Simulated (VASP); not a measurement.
The system is Pd.

```
Pd
1.0
     0.00000    1.93344    1.93344
     1.93344    0.00000    1.93344
     1.93344    1.93344    0.00000
Pd
1
Direct
  0.00000 0.00000 0.00000
```

Base run:

- Program: VASP 6.6.1
- Functional: SVWN5
- Potentials or basis: VASP PAW PBE potentials, release 64 (Pd)
- Cutoff: 520 eV
- k mesh: 12 × 12 × 12
- Occupations: fermi-dirac, width 0.05 eV
- Spin: no spin polarisation

Its results: band gap on the k mesh zero (band 5 reaches 10.06 eV, above the bottom of band 6 at 8.42 eV); pressure -5.4 GPa.

Q: After a change of settings the same cell gave: band gap on the k mesh zero (band 5 reaches 10.23 eV, above the bottom of band 6 at 8.59 eV); pressure -4.6 GPa. Which change was it?
A. functional from SVWN5 to revPBE; dispersion from none to D3(BJ)
B. functional from SVWN5 to LDA; potentials or basis from VASP PAW PBE potentials, release 64 (Pd) to VASP PAW LDA potentials, release 64 (Pd)
C. functional from SVWN5 to r2SCAN; further incar settings from ALGO = Fast; EDIFF = 1e-06; NBANDS = 11 to ALGO = Normal; EDIFF = 1e-06; NBANDS = 11
D. functional from SVWN5 to PBE; further incar settings from ALGO = Fast; EDIFF = 1e-06; NBANDS = 11 to ALGO = Normal; EDIFF = 1e-06; NBANDS = 11

A: B.

Caveats: the PAW data sets were made with another functional, which shifts forces and pressure a little (some runs).
